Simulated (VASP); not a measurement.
Here is a VASP 6.6.1 calculation.

File INCAR:

```
PREC = Accurate
ENCUT = 520
EDIFF = 1E-6
ISMEAR = -1
SIGMA = 0.05
LREAL = Auto
LASPH = T
NELM = 80
ALGO = Normal
ISIF = 2
LWAVE = F
LCHARG = T
GGA = PE
LELF = T
LVHAR = T
ISYM = 0
NBANDS = 78
```

File KPOINTS:

```
Automatic mesh
0
Gamma
  1 1 1
  0.25 0.25 0.25
```

The input POSCAR:

```
TaN
1.0
    5.9152850000      0.1408810000      0.0440940000
    0.1408810000      5.6478040000     -0.2198280000
    0.0440940000     -0.2198280000      5.5198490000
Ta N
8 8
Direct
    0.4483446092      0.1491244675      0.1452817688
    0.2373888936      0.2532830535      0.6864713656
    0.6142428153      0.8469682991      0.7486720967
    0.5350813258      0.6594694559      0.2752243722
    0.9437389422      0.3283766996      0.1879202073
    0.0281052664      0.7985385989      0.1279181495
    0.1008020198      0.7221658989      0.6227575285
    0.7404024009      0.3296140291      0.6792631627
    1.0362648239      0.0716713939      0.4384064343
    0.7506014858      0.5904780571      0.9812026721
    0.8346399138      0.6500845124      0.4277108243
    0.2684086216      0.9359323972      0.8888831809
    0.2461985078      0.4567575698      0.0733024085
    0.7692302325      0.0958072064      0.9943876488
    0.5006983141      0.0238408414      0.4781614666
    0.4308135620      0.5321736864      0.6122564918
```

Potentials or basis: VASP PAW PBE potentials, release 64 (Ta_pv, N).

The run is started by

```sh
$ cat potpaw_PBE.64/Ta_pv/POTCAR potpaw_PBE.64/N/POTCAR > POTCAR
$ mpirun -np 1 vasp_std > vasp.out
```

Problem. Predict the band gap on the k mesh.

Solution. 0.76 eV.

Problem. Predict the pressure.

Solution. 9.0 GPa.

Problem. Estimate the largest force.

Solution. 2.743 eV/Å.

Forces in eV/Å, atoms in the order of the input:
```
Ta  -0.490  0.078  1.833
Ta   1.067 -0.374  0.809
Ta  -1.046 -1.039  1.515
Ta  -2.553 -0.192 -0.986
Ta   0.125 -0.391  1.236
Ta   0.455  0.616  1.034
Ta   1.601  1.477 -1.059
Ta  -0.779 -1.742 -0.201
N   -0.249 -0.341 -0.696
N    0.983 -0.699 -0.439
N    0.334  0.283  0.595
N    0.030  0.670  0.057
N    0.541  0.848 -0.122
N   -0.886 -0.565 -1.677
N    0.611  1.371 -1.765
N    0.255  0.000 -0.134
```

Caveat: the k points lie up to 1.14 Å⁻¹ apart; spin-orbit coupling is left out, which moves the levels of the heavy elements.
